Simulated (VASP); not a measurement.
Here is a VASP 6.6.1 calculation.

The input INCAR:

```
SYSTEM = AlH4
  PREC = Accurate
  ENCUT = 600
  EDIFF = 1E-6
  ISMEAR = 0
  SIGMA = 0.1
  LREAL = .FALSE.
  LASPH = .TRUE.
  NELM = 80
  ALGO = Normal
  ISIF = 3
  LWAVE = .FALSE.
  LCHARG = .FALSE.
  GGA = PE
  IBRION = 2
  NSW = 100
  EDIFFG = -0.01
```

KPOINTS

```
regular mesh
0
G
  10 10 16
  0 0 0
```

POSCAR

```
AlH4
1.0
    3.9593299083      0.0000000000      0.0000000000
    0.0000000000      3.9593299083      0.0000000000
    0.0000000000      0.0000000000      2.4196065523
Al H
1 4
Direct
    0.5000000000      0.5000000000      0.0000000000
    0.7474391878      0.7474391878      0.5000000000
    0.2525608122      0.2525608122      0.5000000000
    0.2525608122      0.7474391878      0.5000000000
    0.7474391878      0.2525608122      0.5000000000
```

Potentials or basis: VASP PAW PBE potentials, release 64 (Al, H).

Run with:

```bash
$ cat potpaw_PBE.64/Al/POTCAR potpaw_PBE.64/H/POTCAR > POTCAR
$ mpirun -np 1 vasp_std > vasp.out
```

Problem. What does it give for the relaxed volume?

Solution. 7.56 Å³/atom.

Problem. What does it give for the relaxed cell?

Solution. a = 3.975 Å, b = 3.975 Å, c = 2.393 Å, α = 90.00°, β = 90.00°, γ = 90.00°.

Step by step:
| step | energy change (eV) | largest force (eV/Å) | pressure (GPa) | volume (Å³) |
| --- | --- | --- | --- | --- |
| 1 | 0.0000 | 0.0173 | -0.34 | 37.93 |
| 2 | -0.0015 | 0.0153 | -0.08 | 37.84 |
| 3 | -0.0024 | 0.0129 | 0.30 | 37.71 |
| 4 | -0.0024 | 0.0119 | 0.39 | 37.69 |
| 5 | -0.0027 | 0.0050 | 0.13 | 37.81 |
